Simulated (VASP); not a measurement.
Write the native input for VASP 6.6.1 that does the following.

| Quantity | Value |
| --- | --- |
| Task | single point |
| Functional | r2SCAN |
| Potentials or basis | VASP PAW PBE potentials, release 64 (Si, C) |
| Cutoff | 520 eV |
| k mesh | 8 × 8 × 3 |
| Occupations | gaussian, width 0.05 eV |
| Spin | no spin polarisation |
| Dipole correction | no |
| Further INCAR settings | ALGO = Normal; EDIFF = 1e-06; NBANDS = 26 |

The system is SiC.

```
Si C
1.0
    -1.53878   -2.66524    0.00000
     1.53878   -2.66524    0.00000
     0.00000   -0.44403   10.07677
Si C
4 4
Direct
  0.28385 0.28385 0.59404
  0.65883 0.65883 0.09404
  0.97134 0.97134 0.34409
  0.92969 0.92969 0.84409
  0.29951 0.29951 0.40600
  0.59120 0.59120 0.90600
  0.98695 0.98695 0.15666
  0.94530 0.94530 0.65666
```

One way to write it, as run:

POSCAR

```
SiC
1.0
   -1.5387796673     -2.6652445653      0.0000000000
    1.5387796672     -2.6652445654      0.0000000000
    0.0000000000     -0.4440297446     10.0767691650
Si C
4 4
Direct
    0.2838499996      0.2838499996      0.5940376193
    0.6588333330      0.6588333330      0.0940376193
   -0.0286629621     -0.0286629621      0.3440931819
   -0.0703129621     -0.0703129621      0.8440931819
    0.2995131998      0.2995131998      0.4060040042
    0.5911965331      0.5911965331      0.9060040042
    0.9869498726     -0.0130501274      0.1566641945
    0.9452998726     -0.0547001274      0.6566641945
```

INCAR.step1

```
  PREC = Accurate
  ENCUT = 520
  ISMEAR = 0
  SIGMA = 0.05
  LREAL = False
  LASPH = True
  NELM = 80
  NBANDS = 26
  GGA = PE
  ALGO = Normal
  EDIFF = 1E-4
  LWAVE = True
  LCHARG = False
```

INCAR.step2

```
  PREC = Accurate
  ENCUT = 520
  EDIFF = 1E-6
  ISMEAR = 0
  SIGMA = 0.05
  LREAL = False
  LASPH = True
  NELM = 80
  ALGO = Normal
  ISIF = 2
  LWAVE = False
  LCHARG = True
  METAGGA = R2SCAN
  LMIXTAU = True
  LELF = True
  LVHAR = True
  NBANDS = 26
  ISTART = 1
```

KPOINTS

```
regular mesh
0
Gamma
  8 8 3
```

Potentials or basis: VASP PAW PBE potentials, release 64 (Si, C).

Command:

```sh
$ cat potpaw_PBE.64/Si/POTCAR potpaw_PBE.64/C/POTCAR > POTCAR
$ cp INCAR.step1 INCAR
$ mpirun -np 1 vasp_std > vasp.out
$ cp INCAR.step2 INCAR
$ mpirun -np 1 vasp_std > vasp.out
```

Results of the run:

| Quantity | Value |
| --- | --- |
| Pressure | -0.6 GPa |
| Largest force | 1.371 eV/Å |
| Band gap on the k mesh | 1.96 eV (least direct gap 3.30 eV) |

Caveat: the PAW data sets were made with another functional, which shifts forces and pressure a little; an odd mesh through Γ misses points on the zone boundary, where band edges can lie.

Wall time 4.2 min on 1 thread of Intel(R) Xeon(R) Platinum 8375C CPU @ 2.90GHz (Ice Lake), with other jobs on the host, peak memory 0.26 GiB.
